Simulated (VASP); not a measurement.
# AlNi (Pm-3m) in VASP: notebook, part 3 of 3

VASP 6.6.1. The steps go on from the part before.

## 5. Single point, PBEsol, collinear spin, ferromagnetic start

This run uses another cell than the first one, of 11.66 Å³/atom, 1.083 times its volume.

The input, INCAR:

```
SYSTEM = AlNi
PREC = Accurate ; ENCUT = 520
EDIFF = 1E-6 ; ISMEAR = -1
SIGMA = 0.05 ; LREAL = .FALSE.
LASPH = .TRUE. ; NELM = 150
ALGO = Normal ; ISIF = 2
LWAVE = .FALSE. ; LCHARG = .FALSE.
ISPIN = 2 ; MAGMOM = 0 1.5
LORBIT = 11 ; LMAXMIX = 4
GGA = PS ; NBANDS = 18
```

The input, KPOINTS:

```
Automatic mesh
0
G
  10 10 10
  0 0 0
```

The input, POSCAR:

```
AlNi
1.0
    2.8567887713      0.0000000000      0.0000000000
    0.0000000000      2.8567887713      0.0000000000
    0.0000000000      0.0000000000      2.8567887713
Al Ni
1 1
Direct
    0.0000000000      0.0000000000      0.0000000000
    0.5000000000      0.5000000000      0.5000000000
```

Run with:

```console
$ cat potpaw_PBE.64/Al/POTCAR potpaw_PBE.64/Ni/POTCAR > POTCAR
$ mpirun -np 1 vasp_std > vasp.out
```

Wall time 14 s (1 thread of Intel Xeon 6975P-C (Granite Rapids), shared host); peak memory 0.17 GiB.

Results (log left out):

| Item | Value |
| --- | --- |
| Free energy | -11.5937 eV |
| Pressure | 1.0 GPa |
| Net moment | 0.00 μB per cell |
| Valence electrons inside the program's atomic spheres | Al 0.81; Ni 9.52 |

Levels at points of the mesh, in eV from the Fermi level:
Spin up:
| k point | band 2 | band 3 | band 4 | band 5 | band 6 | band 7 | band 8 | band 9 | band 10 | band 11 |
| --- | --- | --- | --- | --- | --- | --- | --- | --- | --- | --- |
| (0.00, 0.00, 0.00) | -3.37 | -3.37 | -1.60 | -1.60 | -1.60 | 5.59 | 5.59 | 5.59 | 8.22 | 8.22 |
| (0.50, 0.00, 0.00) | -6.94 | -2.87 | -2.33 | -2.33 | -1.51 | -0.67 | 8.32 | 10.10 | 10.10 | 11.14 |
| (0.50, 0.50, 0.00) | -3.50 | -2.96 | -2.96 | -2.16 | -2.16 | -1.05 | 1.50 | 2.61 | 12.56 | 15.32 |
| (0.50, 0.50, 0.50) | -4.23 | -4.23 | -1.02 | -1.02 | 1.95 | 1.95 | 1.95 | 3.94 | 4.58 | 4.58 |
Spin down:
```
           k point  band 3  band 4  band 5  band 6  band 7  band 8  band 9  band 10
(0.00, 0.00, 0.00)   -3.37   -1.60   -1.60   -1.60    5.59    5.59    5.59     8.22
(0.50, 0.00, 0.00)   -2.87   -2.33   -2.33   -1.51   -0.67    8.32   10.10    10.10
(0.50, 0.50, 0.00)   -2.96   -2.96   -2.16   -2.16   -1.05    1.50    2.61    12.56
(0.50, 0.50, 0.50)   -4.23   -1.02   -1.02    1.95    1.95    1.95    3.94     4.58
```

Caveat: the starting moments collapsed, and a magnetic state may lie lower; the PAW data sets were made with another functional, which shifts forces and pressure a little.

## 6. Single point, PBEsol, collinear spin, ferromagnetic start

This run uses another cell than the first one, of 11.96 Å³/atom, 1.111 times its volume.

The input, INCAR:

```
SYSTEM = AlNi
PREC = Accurate ; ENCUT = 520
EDIFF = 1E-6 ; ISMEAR = -1
SIGMA = 0.05 ; LREAL = .False.
LASPH = .True. ; NELM = 150
ALGO = Normal ; ISIF = 2
LWAVE = .False. ; LCHARG = .True.
ISPIN = 2 ; MAGMOM = 0 1.5
LORBIT = 11 ; LMAXMIX = 4
GGA = PS ; LELF = .True.
LVHAR = .True. ; NBANDS = 18
```

The input, KPOINTS:

```
Automatic mesh
0
Gamma
  10 10 10
  0 0 0
```

The input, POSCAR:

```
AlNi
1.0
    2.8810000000      0.0000000000      0.0000000000
    0.0000000000      2.8810000000      0.0000000000
    0.0000000000      0.0000000000      2.8810000000
Al Ni
1 1
Direct
    0.0000000000      0.0000000000      0.0000000000
    0.5000000000      0.5000000000      0.5000000000
```

Potentials or basis: VASP PAW PBE potentials, release 64 (Al, Ni).

Run with:

```console
$ cat potpaw_PBE.64/Al/POTCAR potpaw_PBE.64/Ni/POTCAR > POTCAR
$ mpirun -np 1 vasp_std > vasp.out
```

OUTCAR:

```text
SYSTEM = AlNi
   PREC = Accurate
   ENCUT = 520
   EDIFF = 1E-6
   ISMEAR = -1
   LREAL = .False.
   LASPH = .True.
   NELM = 150
   ISIF = 2
   ISPIN = 2
   LORBIT = 11
   GGA = PS

 ion  position               nearest neighbor table
   1  0.000  0.000  0.000-   2 2.50   2 2.50   2 2.50   2 2.50   2 2.50   2 2.50   2 2.50   2 2.50

   2  0.500  0.500  0.500-   1 2.50   1 2.50   1 2.50   1 2.50   1 2.50   1 2.50   1 2.50   1 2.50

  LATTYP: Found a simple cubic cell.
 ALAT       =     2.8810000000

  Lattice vectors:

 A1 = (   2.8810000000,   0.0000000000,   0.0000000000)
[... 1225 lines left out ...]

 VOLUME and BASIS-vectors are now :
 -----------------------------------------------------------------------------
  energy-cutoff  :      520.00
  volume of cell :       23.91
      direct lattice vectors                 reciprocal lattice vectors
     2.881000000  0.000000000  0.000000000     0.347101701  0.000000000  0.000000000
     0.000000000  2.881000000  0.000000000     0.000000000  0.347101701  0.000000000
     0.000000000  0.000000000  2.881000000     0.000000000  0.000000000  0.347101701

 POSITION                                       TOTAL-FORCE (eV/Angst)
 -----------------------------------------------------------------------------------
      0.00000      0.00000      0.00000         0.000000      0.000000      0.000000
      1.44050      1.44050      1.44050         0.000000      0.000000      0.000000
 -----------------------------------------------------------------------------------
    total drift:                                0.000000      0.000000     -0.000000

  FREE ENERGIE OF THE ION-ELECTRON SYSTEM (eV)
  ---------------------------------------------------
  free  energy   TOTEN  =       -11.5894530128 eV

  energy  without entropy=      -11.5841802299  energy(sigma->0) =      -11.58681662

 total charge

# of ion       s       p       d       tot
------------------------------------------
    1        0.383   0.412   0.000   0.795
    2        0.479   0.520   8.479   9.478
--------------------------------------------------
tot          0.862   0.932   8.479  10.273

 magnetization (x)

# of ion       s       p       d       tot
------------------------------------------
    1        0.000  -0.000   0.000   0.000
    2       -0.000  -0.000   0.000   0.000
--------------------------------------------------
tot         -0.000  -0.000   0.000   0.000
```

OSZICAR:

```text
N       E                     dE             d eps       ncg     rms          rms(c)
DAV:   1     0.443599423895E+02    0.44360E+02   -0.50002E+03  4146   0.751E+02
DAV:   2    -0.104085482628E+02   -0.54768E+02   -0.47806E+02  4352   0.162E+02
DAV:   3    -0.130503410462E+02   -0.26418E+01   -0.25717E+01  4890   0.365E+01
DAV:   4    -0.130851961024E+02   -0.34855E-01   -0.34825E-01  4724   0.371E+00
DAV:   5    -0.130859408220E+02   -0.74472E-03   -0.74468E-03  4774   0.588E-01    0.139E+01
DAV:   6    -0.157731010484E+02   -0.26872E+01   -0.48534E+01  4572   0.826E+01    0.182E+01
DAV:   7    -0.116241637139E+02    0.41489E+01   -0.14078E+01  4636   0.477E+01    0.209E+00
DAV:   8    -0.116033238306E+02    0.20840E-01   -0.43218E-01  5238   0.629E+00    0.112E+00
DAV:   9    -0.115892937298E+02    0.14030E-01   -0.39643E-02  4916   0.180E+00    0.670E-01
DAV:  10    -0.115896224644E+02   -0.32873E-03   -0.14844E-03  5622   0.364E-01    0.209E-01
DAV:  11    -0.115893816984E+02    0.24077E-03   -0.13174E-03  5068   0.301E-01    0.106E-01
DAV:  12    -0.115894582652E+02   -0.76567E-04   -0.19644E-04  5136   0.129E-01    0.435E-02
DAV:  13    -0.115894532704E+02    0.49947E-05   -0.12754E-05  5376   0.397E-02    0.158E-02
DAV:  14    -0.115894530128E+02    0.25767E-06   -0.18241E-06  2580   0.152E-02
   1 F= -.11589453E+02 E0= -.11586817E+02  d E =-.527278E-02  mag=    -0.0001
```

stdout:

```text
POSCAR found type information on POSCAR AlNi
 POSCAR found :  2 types and       2 ions
 scaLAPACK will be used
 -----------------------------------------------------------------------------
|                                                                             |
|                                                                             |
|     You enforced a specific xc type in the INCAR file but a different       |
|     I HOPE YOU KNOW WHAT YOU ARE DOING!                                     |
|                                                                             |
 -----------------------------------------------------------------------------

 LDA part: xc-table for (Slater+PW92), standard interpolation
 POSCAR, INCAR and KPOINTS ok, starting setup
 FFT: planning ... GRIDC
 FFT: planning ... GRID_SOFT
 FFT: planning ... GRID
 WAVECAR not read
 entering main loop
```

Run time: 15 s. Hardware: 1 thread of Intel Xeon 6975P-C (Granite Rapids), shared host; peak memory 0.17 GiB.

Results:

- Free energy: -11.5895 eV
- Pressure: -3.2 GPa
- Net moment: 0.00 μB per cell
- Valence electrons inside the program's atomic spheres: Al 0.80; Ni 9.48

Caveat: the starting moments collapsed, and a magnetic state may lie lower; the PAW data sets were made with another functional, which shifts forces and pressure a little.
